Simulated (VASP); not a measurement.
Input of a VASP 6.6.1 run:

File INCAR:

```
ALGO = Normal ; EDIFF = 1E-7
EDIFFG = -0.001 ; ENCUT = 600
GGA = PE ; IBRION = 2
ISIF = 3 ; ISMEAR = 0
LASPH = True ; LCHARG = False
LREAL = False ; LWAVE = False
NELM = 60 ; NSW = 80
PREC = Accurate ; PSTRESS = 250.0
SIGMA = 0.01
```

Contents of KPOINTS:

```
k-points
0
Gamma
  12 12 12
```

POSCAR

```
BN
1.0
    0.0000000000      1.8123386232      1.8123386232
    1.8123386232      0.0000000000      1.8123386232
    1.8123386232      1.8123386232      0.0000000000
B N
1 1
Direct
    0.0000000000      0.0000000000      0.0000000000
    0.7500000000      0.7500000000      0.7500000000
```

Potentials or basis: VASP PAW PBE potentials, release 64 (B, N).

Launch:

```sh
$ cat potpaw_PBE.64/B/POTCAR potpaw_PBE.64/N/POTCAR > POTCAR
$ mpirun -np 1 vasp_std > vasp.out
```

Q: What does it give for the band gap on the k mesh?

A: 4.51 eV, indirect (least direct gap 9.07 eV).

Q: Estimate the relaxed cell.

A: a = 2.512 Å, b = 2.512 Å, c = 2.512 Å, α = 60.00°, β = 60.00°, γ = 60.00°.

Q: Estimate the space group after relaxing (to 0.05 Å).

A: F-43m (No. 216).

Step by step:
| step | energy change (eV) | largest force (eV/Å) | pressure (GPa) | volume (Å³) |
| --- | --- | --- | --- | --- |
| 1 | 0.0000 | 0.0000 | -0.04 | 11.91 |
| 2 | 0.2839 | 0.0000 | 66.18 | 10.37 |
| 3 | 0.0497 | 0.0000 | 24.50 | 11.22 |
| 4 | 0.0517 | 0.0000 | 25.05 | 11.21 |
| 5 | 0.0513 | 0.0000 | 24.95 | 11.21 |
| 6 | 0.0515 | 0.0000 | 24.99 | 11.21 |

Caveat: the cell is relaxed towards a set pressure, so the enthalpy falls and the energy may rise. A k mesh can miss the band edges.
